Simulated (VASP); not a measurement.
# TiC (Cm) in VASP: further runs

TiC is run at these levels: PBE; tasks: single point.

Program: VASP 6.6.1. These are calculated values, not measurements. Logs are shortened: lines on timing, memory, paths and dates and some standing lists are left out, and cuts for length are marked.

## Step 1: The cell of the first run

Symmetry: Cm, No. 8, monoclinic system. Conventional cell: a = 5.301 Å, b = 3.060 Å, c = 3.060 Å, α = 90.00°, β = 125.26°, γ = 90.00°. Within 2.7 Å of Ti (site symmetry m) lie 6 C at 2.07 to 2.27 Å. Within 2.7 Å of C (site symmetry m) lie 6 Ti at 2.07 to 2.27 Å.

## Step 2: Single point, PBE (atom 2 (C) moved by (-0.100, -0.100) A along [1 1 0] and z)

INCAR

```
  ALGO = Normal
  EDIFF = 1E-6
  ENCUT = 520
  GGA = PE
  ISIF = 2
  ISMEAR = 0
  LASPH = True
  LCHARG = True
  LELF = True
  LREAL = False
  LVHAR = True
  LWAVE = False
  NBANDS = 15
  NELM = 60
  PREC = Accurate
  SIGMA = 0.15
```

KPOINTS

```
k-points
0
Gamma
  18 18 18
```

POSCAR

```
TiC
1.0
    0.0000000000      2.1640000000      2.1640000000
    2.1640000000      0.0000000000      2.1640000000
    2.1640000000      2.1640000000      0.0000000000
Ti C
1 1
Direct
    0.0000000000      0.0000000000      0.0000000000
    0.4768946396      0.4768946396      0.4904294463
```

Potentials or basis: VASP PAW PBE potentials, release 64 (Ti_sv, C).

On the command line:

```
$ cat potpaw_PBE.64/Ti_sv/POTCAR potpaw_PBE.64/C/POTCAR > POTCAR
$ mpirun -np 1 vasp_std > vasp.out
```

OUTCAR:

```text
EDIFF = 1E-6
   ENCUT = 520
   GGA = PE
   ISIF = 2
   ISMEAR = 0
   LASPH = True
   LREAL = False
   NELM = 60
   PREC = Accurate

 ion  position               nearest neighbor table
   1  0.000  0.000  0.000-   2 2.07   2 2.10   2 2.10   2 2.24   2 2.24   2 2.27
   2  0.477  0.477  0.490-   1 2.07   1 2.10   1 2.10   1 2.24   1 2.24   1 2.27

  LATTYP: Found a face centered cubic cell.
 ALAT       =     4.3280000000

  Lattice vectors:

 A1 = (   0.0000000000,   2.1640000000,   2.1640000000)
 A2 = (   2.1640000000,   0.0000000000,   2.1640000000)
 A3 = (   2.1640000000,   2.1640000000,   0.0000000000)

Analysis of symmetry for initial positions (statically):
=====================================================================
 Subroutine PRICEL returns:
 Original cell was already a primitive cell.

 Routine SETGRP: Setting up the symmetry group for a
 face centered cubic supercell.

 Subroutine GETGRP returns: Found  2 space group operations
 (whereof  2 operations were pure point group operations)
 out of a pool of 48 trial point group operations.

The static configuration has the point symmetry C_1h.

Analysis of symmetry for dynamics (positions and initial velocities):
=====================================================================
 Subroutine PRICEL returns:
 Original cell was already a primitive cell.

 Routine SETGRP: Setting up the symmetry group for a
 face centered cubic supercell.

 Subroutine GETGRP returns: Found  2 space group operations
 (whereof  2 operations were pure point group operations)
 out of a pool of 48 trial point group operations.

The dynamic configuration has the point symmetry C_1h.

 Subroutine INISYM returns: Found  2 space group operations
 (whereof  2 operations are pure point group operations),
 and found     1 'primitive' translations

----------------------------------------------------------------------------------------

                                     Primitive cell

  volume of cell :      20.2676

  direct lattice vectors                    reciprocal lattice vectors
     0.000000000  2.164000000  2.164000000    -0.231053604  0.231053604  0.231053604
     2.164000000  0.000000000  2.164000000     0.231053604 -0.231053604  0.231053604
     2.164000000  2.164000000  0.000000000     0.231053604  0.231053604 -0.231053604

  length of vectors
     3.060358149  3.060358149  3.060358149     0.400196582  0.400196582  0.400196582

  position of ions in fractional coordinates (direct lattice)
     0.000000000  0.000000000  0.000000000
     0.476894640  0.476894640  0.490429446

  ion indices of the primitive-cell ions
   primitive index   ion index
                 1           1
                 2           2

----------------------------------------------------------------------------------------

 KPOINTS: k-points

Automatic generation of k-mesh.
 Grid dimensions read from file:
 generate k-points for:   18   18   18

 Generating k-lattice:

  Cartesian coordinates                     Fractional coordinates (reciprocal lattice)
    -0.012836311  0.012836311  0.012836311     0.055555556  0.000000000  0.000000000
     0.012836311 -0.012836311  0.012836311     0.000000000  0.055555556  0.000000000
     0.012836311  0.012836311 -0.012836311     0.000000000  0.000000000  0.055555556

  Length of vectors
     0.022233143  0.022233143  0.022233143

  Shift w.r.t. Gamma in fractional coordinates (k-lattice)
     0.000000000  0.000000000  0.000000000

 Subroutine IBZKPT returns following result:
 ===========================================

 Found   1550 irreducible k-points:

 Following reciprocal coordinates:
            Coordinates               Weight
  0.000000  0.000000  0.000000      1.000000
  0.055556  0.000000  0.000000      4.000000
  0.000000  0.000000  0.055556      2.000000
  0.055556  0.055556  0.055556      2.000000
  0.111111  0.000000  0.000000      4.000000
  0.000000  0.000000  0.111111      2.000000
[... 16 lines left out ...]
  0.444444  0.000000  0.000000      4.000000
  0.000000  0.000000  0.444444      2.000000
 [... further k-points ...]
   k-points           NKPTS =   1550   k-points in BZ     NKDIM =   1550   number of bands    NBANDS=     15
   number of dos      NEDOS =    301   number of ions     NIONS =      2
   total plane-waves  NPLWV =  13824
   dimension x,y,z NGX =    24 NGY =   24 NGZ =   24
   dimension x,y,z NGXF=    48 NGYF=   48 NGZF=   48
   ions per type =               1   1
   NGX,Y,Z   is equivalent  to a cutoff of  13.04, 13.04, 13.04 a.u.
   NGXF,Y,Z  is equivalent  to a cutoff of  26.07, 26.07, 26.07 a.u.
 SYSTEM =  unknown system
   PREC   = accura    normal or accurate (medium, high low for compatibility)
   ISTART =      0    job   : 0-new  1-cont  2-samecut
   ICHARG =      2    charge: 1-file 2-atom 10-const
   ISPIN  =      1    spin polarized calculation?
   LNONCOLLINEAR =      F non collinear calculations
   LSORBIT =      F    spin-orbit coupling
   LASPH  =      T    aspherical Exc in radial PAW
   ENCUT  =  520.0 eV  38.22 Ry    6.18 a.u.   5.69  5.69  5.69*2*pi/ulx,y,z
   NELM   =     60;   NELMIN=  2; NELMDL= -5     # of ELM steps
   EDIFF  = 0.1E-05   stopping-criterion for ELM
   LREAL  =      F    real-space projection
[... 7 lines left out ...]
   TEBEG  =    0.0;   TEEND  =   0.0 temperature during run
   PSTRESS=    0.0 pullay stress
   NELECT =      16.0000    total number of electrons
   NUPDOWN=      -1.0000    fix difference up-down
   EMIN   =  10.00;   EMAX   =-10.00  energy-range for DOS
   EFERMI =   0.00;   METHOD = LEGACY
   ISMEAR =     0;   SIGMA  =   0.15  broadening in eV -4-tet -1-fermi 0-gaus
   EFERMI_NEDOS =   21; number of points for ismear=-14 and -15
   IALGO  =     38    algorithm
   IMIX   =      4    mixing-type and parameters
     AMIX     =   0.40;   BMIX     =  1.00
     AMIX_MAG =   1.60;   BMIX_MAG =  1.00
  volume/ion in A,a.u.               =      10.13        68.39
  Fermi-wavevector in a.u.,A,eV,Ry     =   1.513030  2.859212 31.147275  2.289260
  Thomas-Fermi vector in A             =   2.622876
   LORBIT       =      0    0 simple, 1 ext, 2 COOP (PROOUT), +10 PAW based schemes
   GGA     = PE    functional components
   LHFCALC =     F    Hartree Fock is set to
   AEXX    =    0.0000 exact exchange contribution
   IVDW    =     0    specifies the selected vdW correction
   LEPSILON=     F    determine dielectric tensor
   LRPA    =     F    only Hartree local field effects (RPA)
 non-spin polarized calculation
 Gauss-broadening in eV      SIGMA  =   0.15
  energy-cutoff  :      520.00
  volume of cell :       20.27
 maximum number of plane-waves:       568
   NGX = 11   NGY = 11   NGZ = 11

 number of electron      16.0000001 magnetization

 Free energy of the ion-electron system (eV)
  ---------------------------------------------------
  ext. energy  EPLUGINS =         0.00000000
  ---------------------------------------------------
  free energy    TOTEN  =       -18.62175147 eV

  energy without entropy =      -18.61925150  energy(sigma->0) =      -18.62050149

 E-fermi :   9.5278     XC(G=0): -12.6995

 val. band max:        9.5277522663   @ k =   0.3889   0.3889   0.0000
 cond. band min:       9.5295408020   @ k =   0.0556  -0.0556  -0.0556
 fundamental gap:      0.0017885357
 Fermi energy:         9.5277651174

 k-point     1 :       0.0000    0.0000    0.0000
  band No.  band energies     occupation
      1     -47.1358      2.00000
      2     -23.1639      2.00000
      3     -23.1620      2.00000
      4     -23.1604      2.00000
      5      -2.9500      2.00000
      6       9.5595      0.76475
      7       9.7531      0.03360
      8       9.8745      0.00108
      9      10.4292      0.00000
     10      10.6931      0.00000
     11      11.8085      0.00000
     12      12.0460      0.00000
     13      12.2112      0.00000
     14      19.8653      0.00000
     15      23.4004      0.00000

 k-point     2 :       0.0556    0.0000    0.0000
  band No.  band energies     occupation
      1     -47.1336      2.00000
      2     -23.1777      2.00000
      3     -23.1651      2.00000
      4     -23.1623      2.00000
      5      -2.8798      2.00000
      6       9.1921      1.99845
      7       9.6593      0.21498
      8       9.8219      0.00555
      9      10.3787      0.00000
     10      10.6604      0.00000
     11      11.4802      0.00000
     12      12.5071      0.00000
     13      12.7104      0.00000
     14      19.9925      0.00000
     15      23.4392      0.00000

 k-point     3 :       0.0000    0.0000    0.0556
  band No.  band energies     occupation
      1     -47.1336      2.00000
      2     -23.1780      2.00000
      3     -23.1637      2.00000
      4     -23.1635      2.00000
      5      -2.8797      2.00000
      6       9.1841      1.99880
      7       9.6171      0.39988
      8       9.8969      0.00050
      9      10.4938      0.00000
     10      10.5203      0.00000
     11      11.4762      0.00000
     12      12.4555      0.00000
     13      12.7664      0.00000
     14      19.9910      0.00000
     15      23.4409      0.00000
[... 343 lines left out ...]
 k-point    23 :       0.4444    0.0000    0.0000
  band No.  band energies     occupation
      1     -47.0641      2.00000
      2     -23.6509      2.00000
      3     -23.2117      2.00000
      4     -23.2092      2.00000
      5       0.2990      2.00000
      6       3.8618      2.00000
      7       6.6128      2.00000
      8       6.6925      2.00000
      9      12.2544      0.00000
     10      12.2751      0.00000
     11      13.3957      0.00000
     12      16.6587      0.00000
     13      17.4402      0.00000
     14      18.6901      0.00000
     15      24.6332      0.00000

 k-point    24 :       0.0000    0.0000    0.4444
  band No.  band energies     occupation
      1     -47.0640      2.00000
      2     -23.6520      2.00000
      3     -23.2106      2.00000
      4     -23.2106      2.00000
      5       0.3015      2.00000
      6       3.8625      2.00000
      7       6.6287      2.00000
      8       6.7119      2.00000
      9      12.2602      0.00000
     10      12.2609      0.00000
     11      13.3816      0.00000
     12      16.5895      0.00000
     13      17.3853      0.00000
     14      18.7623      0.00000
     15      24.6449      0.00000

 [... further k-points ...]
[... 5 lines left out ...]
  --------------------------------------------------------------------------------------
  -------------------------------------------------------------------------------------
  Total        0.3698299      0.3698299      0.5506045     -0.1211543     -0.1677281     -0.1677280
  in kB       29.2355214     29.2355214     43.5259851     -9.5774009    -13.2591171    -13.2591141
  external PRESSURE =      33.9990093 kB  Pullay stress =       0.0000000 kB

 VOLUME and BASIS-vectors are now :
 -----------------------------------------------------------------------------
  energy-cutoff  :      520.00
  volume of cell :       20.27
      direct lattice vectors                 reciprocal lattice vectors
     0.000000000  2.164000000  2.164000000    -0.231053604  0.231053604  0.231053604
     2.164000000  0.000000000  2.164000000     0.231053604 -0.231053604  0.231053604
     2.164000000  2.164000000  0.000000000     0.231053604  0.231053604 -0.231053604

 POSITION                                       TOTAL-FORCE (eV/Angst)
 -----------------------------------------------------------------------------------
      0.00000      0.00000      0.00000        -0.590081     -0.590081     -0.863347
      2.09329      2.09329      2.06400         0.590081      0.590081      0.863347
 -----------------------------------------------------------------------------------
    total drift:                               -0.000042     -0.000042     -0.000040

  FREE ENERGIE OF THE ION-ELECTRON SYSTEM (eV)
  ---------------------------------------------------
  free  energy   TOTEN  =       -18.6217514705 eV

  energy  without entropy=      -18.6192515048  energy(sigma->0) =      -18.62050149
```

It took 3 min on 1 thread of Intel Xeon Platinum 8559C (Emerald Rapids), shared host; peak memory 0.56 GiB.

What came out:

- Free energy: -18.6218 eV
- Pressure: 3.4 GPa
- Largest force: 1.201 eV/Å
- Band gap on the k mesh: zero (band 8 reaches 9.90 eV, above the bottom of band 9 at 9.39 eV)

Forces in eV/Å, atoms in the order of the input:
```
Ti  -0.590 -0.590 -0.863
C    0.590  0.590  0.863
```

Stress tensor (GPa, compression positive):
```
 2.92 -0.96 -1.33
-0.96  2.92 -1.33
-1.33 -1.33  4.35
```

Levels at points of the mesh, in eV from the Fermi level:
| k point | band 6 | band 7 | band 8 | band 9 | band 10 | band 11 |
| --- | --- | --- | --- | --- | --- | --- |
| (0.00, 0.00, 0.00) | 0.03 | 0.23 | 0.35 | 0.90 | 1.17 | 2.28 |
| (0.50, 0.00, 0.00) | -5.92 | -2.97 | -2.90 | 2.81 | 2.83 | 4.02 |
| (0.00, 0.00, 0.50) | -5.91 | -2.96 | -2.88 | 2.82 | 2.82 | 4.00 |
| (0.50, 0.50, 0.50) | -5.92 | -3.04 | -3.03 | 2.83 | 2.85 | 4.08 |
| (0.50, 0.50, 0.00) | -3.48 | -1.96 | -0.21 | 0.18 | 2.74 | 3.43 |
| (0.00, 0.50, 0.50) | -3.51 | -2.05 | -0.25 | 0.31 | 2.79 | 3.43 |

Caveat: the cell differs from its parent crystal (atom 2 (C) moved by (-0.100, -0.100) A along [1 1 0] and z); forces of over 1 eV/Å act on the atoms, so gaps and moduli don't describe the material at rest.

## Step 3: Single point, PBE (atom 2 (C) moved by (-0.200, -0.200) A along [1 1 0] and z)

INCAR

```
SYSTEM = TiC
ALGO = Normal
EDIFF = 1E-7
ENCUT = 520
GGA = PE
ISIF = 2
ISMEAR = 0
LASPH = .TRUE.
LCHARG = .FALSE.
LREAL = .FALSE.
LWAVE = .FALSE.
NBANDS = 15
NELM = 80
PREC = Accurate
SIGMA = 0.15
```

KPOINTS

```
k-points
0
G
  18 18 18
  0 0 0
```

POSCAR: that of step 2 with these lines changed.

```diff
@@ -9,2 +9,2 @@
     0.0000000000      0.0000000000      0.0000000000
-    0.4768946396      0.4768946396      0.4904294463
+    0.4537892791      0.4537892791      0.4808588927
```

Potentials or basis: VASP PAW PBE potentials, release 64 (Ti_sv, C).

On the command line:

```
$ cat potpaw_PBE.64/Ti_sv/POTCAR potpaw_PBE.64/C/POTCAR > POTCAR
$ mpirun -np 1 vasp_std > vasp.out
```

Run time: 3.2 min. Hardware: 1 thread of Intel Xeon Platinum 8559C (Emerald Rapids), shared host; peak memory 0.56 GiB.

The run converged. Its results:

| Quantity | Value |
| --- | --- |
| Free energy | -18.3757 eV |
| Pressure | 10.2 GPa |
| Largest force | 2.337 eV/Å |
| Band gap on the k mesh | 0.20 eV, indirect (least direct gap 0.56 eV) |

Forces on the atoms (eV/Å):
```
Ti  -1.062 -1.062 -1.790
C    1.062  1.062  1.790
```

Stress tensor (GPa, compression positive):
```
 7.93 -2.54 -3.45
-2.54  7.93 -3.45
-3.45 -3.45 14.67
```

Levels at points of the mesh, in eV from the valence-band top:
| k point | band 5 | band 6 | band 7 | band 8 | band 9 | band 10 | band 11 | band 12 |
| --- | --- | --- | --- | --- | --- | --- | --- | --- |
| (0.00, 0.00, 0.00) | -12.35 | -0.64 | -0.47 | -0.36 | 0.89 | 1.21 | 3.42 | 3.65 |
| (0.50, 0.00, 0.00) | -8.97 | -5.78 | -2.85 | -2.55 | 2.80 | 2.85 | 4.08 | 6.04 |
| (0.00, 0.00, 0.50) | -8.95 | -5.78 | -2.79 | -2.48 | 2.79 | 2.83 | 4.05 | 5.89 |
| (0.50, 0.50, 0.50) | -9.03 | -5.79 | -3.11 | -3.09 | 2.91 | 2.96 | 4.30 | 8.11 |
| (0.50, 0.50, 0.00) | -10.03 | -3.31 | -2.36 | -0.33 | 0.91 | 3.09 | 3.49 | 3.52 |
| (0.00, 0.50, 0.50) | -10.03 | -3.39 | -2.59 | -0.45 | 1.26 | 3.28 | 3.50 | 3.51 |

Caveat: the cell differs from its parent crystal (atom 2 (C) moved by (-0.200, -0.200) A along [1 1 0] and z); forces of over 1 eV/Å act on the atoms, so gaps and moduli don't describe the material at rest.
